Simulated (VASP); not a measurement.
The system is Pt.

```xyz
1
Lattice="-1.5947 1.5947 1.5947 1.5947 -1.5947 1.5947 1.5947 1.5947 -1.5947" Properties=species:S:1:pos:R:3 pbc="T T T"
Pt    0.0000    0.0000    0.0000
```

Base run:

| Quantity | Value |
| --- | --- |
| Program | VASP 6.6.1 |
| Functional | PBEsol |
| Potentials or basis | VASP PAW PBE potentials, release 64 (Pt) |
| Cutoff | 520 eV |
| k mesh | 12 × 12 × 12 |
| Occupations | fermi-dirac, width 0.05 eV |
| Spin | no spin polarisation |

Its results: band gap on the k mesh zero (band 5 reaches 10.52 eV, above the bottom of band 6 at 8.48 eV); pressure -15.6 GPa.

Problem. The run is repeated on the same cell with these changes: functional from PBEsol to PBE; further incar settings from ALGO = Normal; EDIFF = 1e-06; NBANDS = 11 to ALGO = Fast; EDIFF = 1e-06; NBANDS = 11. What comes out?

Solution. Band gap on the k mesh zero (band 5 reaches 10.69 eV, above the bottom of band 6 at 8.64 eV); pressure -6.1 GPa.

Caveats: spin-orbit coupling is left out, which moves the levels of the heavy elements; the PAW data sets were made with another functional, which shifts forces and pressure a little (some runs).
